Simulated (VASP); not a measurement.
# ScTeAs3 (Pm-3m) in VASP: single point with PBE

Aim: the single point of ScTeAs3 with PBE.

Everything below comes from runs of VASP 6.6.1. Logs are shortened: lines on timing, memory, paths and dates and some standing lists are left out, and cuts for length are marked.

## (1) The cell of the first run

Symmetry: Pm-3m, No. 221, cubic system. The conventional cell has a = 5.121 Å, b = 5.121 Å, c = 5.121 Å, α = 90.00°, β = 90.00°, γ = 90.00°. Sc (site symmetry m-3m) has 6 As at 2.56 Å within 3.4 Å. Te (site symmetry m-3m) has 12 As at 3.62 Å and 8 Sc at 4.44 Å within 4.8 Å. Within 3.4 Å of As (site symmetry 4/mmm) lie 2 Sc at 2.56 Å.

## (2) Single point, PBE

Contents of POSCAR:

```
ScTeAs3
1.0
    5.1211065017      0.0000000000      0.0000000000
    0.0000000000      5.1211065017      0.0000000000
    0.0000000000      0.0000000000      5.1211065017
Sc Te As
1 1 3
Direct
    0.0000000000      0.0000000000      0.0000000000
    0.5000000000      0.5000000000      0.5000000000
    0.5000000000      0.0000000000      0.0000000000
    0.0000000000      0.0000000000      0.5000000000
    0.0000000000      0.5000000000      0.0000000000
```

Contents of INCAR.step1:

```
PREC = Accurate ; ENCUT = 520
EDIFF = 1E-7 ; ISMEAR = 0
SIGMA = 0.1 ; LREAL = False
LASPH = True ; NELM = 100
ALGO = Normal ; ISIF = 2
LWAVE = False ; LCHARG = True
LMAXMIX = 4 ; GGA = PE
NBANDS = 24
```

Contents of KPOINTS.step1:

```
regular mesh
0
Gamma
  8 8 8
```

Contents of INCAR.step2:

```
PREC = Accurate ; ENCUT = 520
EDIFF = 1E-7 ; ISMEAR = -5
SIGMA = 0.1 ; LREAL = False
LASPH = True ; NELM = 100
ALGO = Normal ; ISIF = 2
LWAVE = False ; LCHARG = False
LMAXMIX = 4 ; GGA = PE
LORBIT = 10 ; NEDOS = 1001
ICHARG = 11
```

Contents of KPOINTS.step2:

```
regular mesh
0
Gamma
  12 12 12
```

Potentials or basis: VASP PAW PBE potentials, release 64 (Sc_sv, Te, As).

The run is started by

```bash
$ cat potpaw_PBE.64/Sc_sv/POTCAR potpaw_PBE.64/Te/POTCAR potpaw_PBE.64/As/POTCAR > POTCAR
$ cp INCAR.step1 INCAR
$ cp KPOINTS.step1 KPOINTS
$ mpirun -np 1 vasp_std > vasp.out
$ cp INCAR.step2 INCAR
$ cp KPOINTS.step2 KPOINTS
$ mpirun -np 1 vasp_std > vasp.out
```

OUTCAR:

```text
PREC = Accurate
   ENCUT = 520
   EDIFF = 1E-7
   ISMEAR = -5
   LREAL = False
   LASPH = True
   NELM = 100
   ISIF = 2
   GGA = PE
   LORBIT = 10
   ICHARG = 11

 ion  position               nearest neighbor table
   1  0.000  0.000  0.000-   3 2.56   4 2.56   5 2.56   4 2.56   5 2.56   3 2.56
   2  0.500  0.500  0.500-
   3  0.500  0.000  0.000-   1 2.56   1 2.56
   4  0.000  0.000  0.500-   1 2.56   1 2.56
   5  0.000  0.500  0.000-   1 2.56   1 2.56

  LATTYP: Found a simple cubic cell.
 ALAT       =     5.1211065017

  Lattice vectors:

 A1 = (   5.1211065017,   0.0000000000,   0.0000000000)
 A2 = (   0.0000000000,   5.1211065017,   0.0000000000)
 A3 = (   0.0000000000,   0.0000000000,   5.1211065017)

Analysis of symmetry for initial positions (statically):
=====================================================================
 Subroutine PRICEL returns:
 Original cell was already a primitive cell.

 Routine SETGRP: Setting up the symmetry group for a
 simple cubic supercell.

 Subroutine GETGRP returns: Found 48 space group operations
 (whereof 48 operations were pure point group operations)
 out of a pool of 48 trial point group operations.

The static configuration has the point symmetry O_h .

Analysis of symmetry for dynamics (positions and initial velocities):
=====================================================================
 Subroutine PRICEL returns:
 Original cell was already a primitive cell.

 Routine SETGRP: Setting up the symmetry group for a
 simple cubic supercell.

 Subroutine GETGRP returns: Found 48 space group operations
 (whereof 48 operations were pure point group operations)
 out of a pool of 48 trial point group operations.

The dynamic configuration has the point symmetry O_h .

 Subroutine INISYM returns: Found 48 space group operations
 (whereof 48 operations are pure point group operations),
 and found     1 'primitive' translations

----------------------------------------------------------------------------------------

                                     Primitive cell

  volume of cell :     134.3048

  direct lattice vectors                    reciprocal lattice vectors
     5.121106502  0.000000000  0.000000000     0.195270299  0.000000000  0.000000000
     0.000000000  5.121106502  0.000000000     0.000000000  0.195270299  0.000000000
     0.000000000  0.000000000  5.121106502     0.000000000  0.000000000  0.195270299

  length of vectors
     5.121106502  5.121106502  5.121106502     0.195270299  0.195270299  0.195270299

  position of ions in fractional coordinates (direct lattice)
     0.000000000  0.000000000  0.000000000
     0.500000000  0.500000000  0.500000000
     0.500000000  0.000000000  0.000000000
     0.000000000  0.000000000  0.500000000
     0.000000000  0.500000000  0.000000000

  ion indices of the primitive-cell ions
   primitive index   ion index
                 1           1
                 2           2
                 3           3
                 4           4
                 5           5

----------------------------------------------------------------------------------------

 KPOINTS: regular mesh

Automatic generation of k-mesh.
 Grid dimensions read from file:
 generate k-points for:   12   12   12

 Generating k-lattice:

  Cartesian coordinates                     Fractional coordinates (reciprocal lattice)
     0.016272525  0.000000000  0.000000000     0.083333333  0.000000000  0.000000000
     0.000000000  0.016272525  0.000000000     0.000000000  0.083333333  0.000000000
     0.000000000  0.000000000  0.016272525     0.000000000  0.000000000  0.083333333

  Length of vectors
     0.016272525  0.016272525  0.016272525

  Shift w.r.t. Gamma in fractional coordinates (k-lattice)
     0.000000000  0.000000000  0.000000000

 TETIRR: Found    854 inequivalent tetrahedra from    10368

 Subroutine IBZKPT returns following result:
 ===========================================

 Found     84 irreducible k-points:

 Following reciprocal coordinates:
            Coordinates               Weight
  0.000000  0.000000  0.000000      1.000000
  0.083333  0.000000  0.000000      6.000000
  0.166667  0.000000  0.000000      6.000000
  0.250000  0.000000  0.000000      6.000000
  0.333333  0.000000  0.000000      6.000000
  0.416667  0.000000  0.000000      6.000000
[... 16 lines left out ...]
  0.333333  0.333333  0.000000     12.000000
  0.416667  0.333333  0.000000     24.000000
 [... further k-points ...]
   k-points           NKPTS =     84   k-points in BZ     NKDIM =     84   number of bands    NBANDS=     20
   number of dos      NEDOS =   1001   number of ions     NIONS =      5
   total plane-waves  NPLWV =  64000
   dimension x,y,z NGX =    40 NGY =   40 NGZ =   40
   dimension x,y,z NGXF=    80 NGYF=   80 NGZF=   80
   ions per type =               1   1   3
   NGX,Y,Z   is equivalent  to a cutoff of  12.99, 12.99, 12.99 a.u.
   NGXF,Y,Z  is equivalent  to a cutoff of  25.97, 25.97, 25.97 a.u.
 SYSTEM =  unknown system
   PREC   = accura    normal or accurate (medium, high low for compatibility)
   ISTART =      0    job   : 0-new  1-cont  2-samecut
   ICHARG =     11    charge: 1-file 2-atom 10-const
   ISPIN  =      1    spin polarized calculation?
   LNONCOLLINEAR =      F non collinear calculations
   LSORBIT =      F    spin-orbit coupling
   LASPH  =      T    aspherical Exc in radial PAW
   ENCUT  =  520.0 eV  38.22 Ry    6.18 a.u.   9.52  9.52  9.52*2*pi/ulx,y,z
   NELM   =    100;   NELMIN=  2; NELMDL=  0     # of ELM steps
   EDIFF  = 0.1E-06   stopping-criterion for ELM
   LREAL  =      F    real-space projection
   EDIFFG = 0.1E-05   stopping-criterion for IOM
   NSW    =      0    number of steps for IOM
   IBRION =     -1    ionic relax: 0-MD 1-quasi-New 2-CG
   NFREE  =      0    steps in history (QN), initial steepest desc. (CG)
   ISIF   =      2    stress and relaxation
   ISYM   =      2    0-nonsym 1-usesym 2-fastsym
   POTIM  = 0.5000    time-step for ionic-motion
   TEBEG  =    0.0;   TEEND  =   0.0 temperature during run
   PSTRESS=    0.0 pullay stress
   NELECT =      32.0000    total number of electrons
   NUPDOWN=      -1.0000    fix difference up-down
   EMIN   =  10.00;   EMAX   =-10.00  energy-range for DOS
   EFERMI =   0.00;   METHOD = LEGACY
   ISMEAR =    -5;   SIGMA  =   0.10  broadening in eV -4-tet -1-fermi 0-gaus
   EFERMI_NEDOS =   21; number of points for ismear=-14 and -15
   IALGO  =     38    algorithm
   IMIX   =      4    mixing-type and parameters
     AMIX     =   0.40;   BMIX     =  1.00
     AMIX_MAG =   1.60;   BMIX_MAG =  1.00
  volume/ion in A,a.u.               =      26.86       181.27
  Fermi-wavevector in a.u.,A,eV,Ry     =   1.014910  1.917902 14.014586  1.030043
  Thomas-Fermi vector in A             =   2.148165
   LORBIT       =     10    0 simple, 1 ext, 2 COOP (PROOUT), +10 PAW based schemes
   GGA     = PE    functional components
   LHFCALC =     F    Hartree Fock is set to
   AEXX    =    0.0000 exact exchange contribution
   IVDW    =     0    specifies the selected vdW correction
   LEPSILON=     F    determine dielectric tensor
   LRPA    =     F    only Hartree local field effects (RPA)
 non-spin polarized calculation
 Fermi weights with tetrahedron method with Bloechl corrections
  energy-cutoff  :      520.00
  volume of cell :      134.30
 maximum number of plane-waves:      3695
 NGX is ok and might be reduce to    40

 number of electron      32.0000001 magnetization

 Free energy of the ion-electron system (eV)
  ---------------------------------------------------
  ext. energy  EPLUGINS =         0.00000000
  ---------------------------------------------------
  free energy    TOTEN  =       -21.86994432 eV

  energy without entropy =      -21.86994432  energy(sigma->0) =      -21.86994432

 E-fermi :   3.6641     XC(G=0):  -9.3790

 val. band max:        3.7163638725   @ k =   0.2500   0.0000   0.0000
 cond. band min:       3.6154541483   @ k =   0.4167   0.1667   0.0833
 fundamental gap:     -0.1009097242
 Fermi energy:         3.6640926096

 k-point     1 :       0.0000    0.0000    0.0000
  band No.  band energies     occupation
      1     -44.6987      2.00000
      2     -23.4458      2.00000
      3     -23.4458      2.00000
      4     -23.4458      2.00000
      5      -8.2560      2.00000
      6      -5.9350      2.00000
[... 12 lines left out ...]
     19       5.3720      0.00000
     20       5.3723      0.00000

 k-point     2 :       0.0833    0.0000    0.0000
  band No.  band energies     occupation
      1     -44.6988      2.00000
      2     -23.4460      2.00000
      3     -23.4457      2.00000
      4     -23.4457      2.00000
      5      -8.2255      2.00000
      6      -5.9895      2.00000
[... 12 lines left out ...]
     19       5.4423      0.00000
     20       5.4528      0.00000

 k-point     3 :       0.1667    0.0000    0.0000
  band No.  band energies     occupation
      1     -44.6988      2.00000
      2     -23.4468      2.00000
      3     -23.4456      2.00000
      4     -23.4456      2.00000
      5      -8.1351      2.00000
      6      -6.1472      2.00000
[... 12 lines left out ...]
     19       5.3892      0.00000
     20       5.3971      0.00000

 k-point     4 :       0.2500    0.0000    0.0000
  band No.  band energies     occupation
      1     -44.6988      2.00000
      2     -23.4480      2.00000
      3     -23.4455      2.00000
      4     -23.4455      2.00000
      5      -7.9883      2.00000
      6      -6.3812      2.00000
[... 12 lines left out ...]
     19       5.1708      0.00000
     20       5.1740      0.00000

 k-point     5 :       0.3333    0.0000    0.0000
  band No.  band energies     occupation
      1     -44.6989      2.00000
      2     -23.4491      2.00000
      3     -23.4454      2.00000
      4     -23.4454      2.00000
      5      -7.7909      2.00000
      6      -6.6609      2.00000
[... 12 lines left out ...]
     19       4.9056      0.00000
     20       4.9058      0.00000
[... 353 lines left out ...]
      6      -6.7730      2.00000
[... 12 lines left out ...]
     19       4.3806      0.00000
     20       5.1374      0.00000

 k-point    22 :       0.5000    0.2500    0.0000
  band No.  band energies     occupation
      1     -44.6991      2.00000
      2     -23.4499      2.00000
      3     -23.4474      2.00000
      4     -23.4450      2.00000
      5      -7.1692      2.00000
      6      -6.9509      2.00000
[... 12 lines left out ...]
     19       4.5279      0.00000
     20       5.0006      0.00000

 k-point    23 :       0.3333    0.3333    0.0000
  band No.  band energies     occupation
      1     -44.6991      2.00000
      2     -23.4487      2.00000
      3     -23.4487      2.00000
      4     -23.4450      2.00000
      5      -7.3800      2.00000
      6      -6.5281      2.00000
[... 12 lines left out ...]
     19       4.4587      0.00000
     20       5.3938      0.00000

 k-point    24 :       0.4167    0.3333    0.0000
  band No.  band energies     occupation
      1     -44.6991      2.00000
      2     -23.4495      2.00000
      3     -23.4486      2.00000
      4     -23.4449      2.00000
      5      -7.1848      2.00000
      6      -6.6674      2.00000
[... 12 lines left out ...]
     19       4.6676      0.00000
     20       5.3313      0.00000

 [... further k-points ...]

------------------------ aborting loop because EDIFF is reached ----------------------------------------

  FORCE on cell =-STRESS in cart. coord.  units (eV):
  Direction    XX          YY          ZZ          XY          YZ          ZX
  --------------------------------------------------------------------------------------
  -------------------------------------------------------------------------------------
  Total        0.1243965      0.1243965      0.1243965     -0.0000000     -0.0000000      0.0000000
  in kB        1.4839779      1.4839779      1.4839779     -0.0000000     -0.0000000      0.0000000
  external PRESSURE =       1.4839779 kB  Pullay stress =       0.0000000 kB

 VOLUME and BASIS-vectors are now :
 -----------------------------------------------------------------------------
  energy-cutoff  :      520.00
  volume of cell :      134.30
      direct lattice vectors                 reciprocal lattice vectors
     5.121106502  0.000000000  0.000000000     0.195270299  0.000000000  0.000000000
     0.000000000  5.121106502  0.000000000     0.000000000  0.195270299  0.000000000
     0.000000000  0.000000000  5.121106502     0.000000000  0.000000000  0.195270299

 POSITION                                       TOTAL-FORCE (eV/Angst)
 -----------------------------------------------------------------------------------
      0.00000      0.00000      0.00000         0.000000      0.000000      0.000000
      2.56055      2.56055      2.56055         0.000000      0.000000      0.000000
      2.56055      0.00000      0.00000         0.000000      0.000000      0.000000
      0.00000      0.00000      2.56055         0.000000      0.000000      0.000000
      0.00000      2.56055      0.00000         0.000000      0.000000      0.000000
 -----------------------------------------------------------------------------------
    total drift:                                0.000000      0.000000     -0.000000

  FREE ENERGIE OF THE ION-ELECTRON SYSTEM (eV)
  ---------------------------------------------------
  free  energy   TOTEN  =       -21.8699443167 eV

  energy  without entropy=      -21.8699443167  energy(sigma->0) =      -21.86994432

 total charge

# of ion       s       p       d       tot
------------------------------------------
    1        2.237   6.239   1.271   9.747
    2        1.438   1.717   0.019   3.175
    3        1.304   1.338   0.017   2.659
    4        1.304   1.338   0.017   2.659
    5        1.304   1.338   0.017   2.659
--------------------------------------------------
tot          7.588  11.970   1.342  20.900
```

Wall time 6.4 min (1 thread of Oxide Virtual Turin-like, shared host); peak memory 0.38 GiB.

What came out:

```
Valence electrons inside the program's atomic spheres : Sc 9.75; Te 3.17; As 2.66
```

Caveat: spin-orbit coupling is left out, which moves the levels of the heavy elements.
